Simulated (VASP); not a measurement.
Runs of VASP 6.6.1 on Pb4O. The structure is that of space group P4/mmm (No. 123), or close to it. The cells are those of the table. 

```tsv
task	cell	k mesh	cutoff (eV)	gap on the mesh (eV)	pressure (GPa)	relaxed volume (Å³/atom)	largest force (eV/Å)
single point	a = 4.255, b = 4.255, c = 6.018 Å, 5 atoms	4 × 4 × 4	600	none	20.6	-	(a)
relaxation of cell and atoms	relaxed from a = 4.255, b = 4.255, c = 6.018 Å, 5 atoms	4 × 4 × 4	600	none	-0.1	(b)	0.02
relaxation of cell and atoms	relaxed from a = 4.616, b = 4.616, c = 6.529 Å, 5 atoms	8 × 8 × 6	600	none	0.0	28.06	0.01
single point	a = 4.658, b = 4.658, c = 6.471 Å, 5 atoms	8 × 8 × 6	520	none	0.0	-	-
single point	a = 4.616, b = 4.616, c = 6.529 Å, 5 atoms	4 × 4 × 4	600	none	0.1	-	-
```

Alike in all rows: level PBE; potentials or basis VASP PAW PBE potentials, release 64 (Pb_d, O); no spin polarisation; smearing gaussian 0.1 eV.

Problem. Fill in the values left out.

Solution. (a) 0.32; (b) 27.90.

Caveats: some runs use coarse meshes; spin-orbit coupling is left out, which moves the levels of the heavy elements; the volume moved by over 15 % at a fixed basis, so the end points are rough (some runs).

A k mesh can miss the band edges, and the runs leave out spin-orbit coupling on Pb.

A gap of «none» marks levels without a gap at the run's occupations.
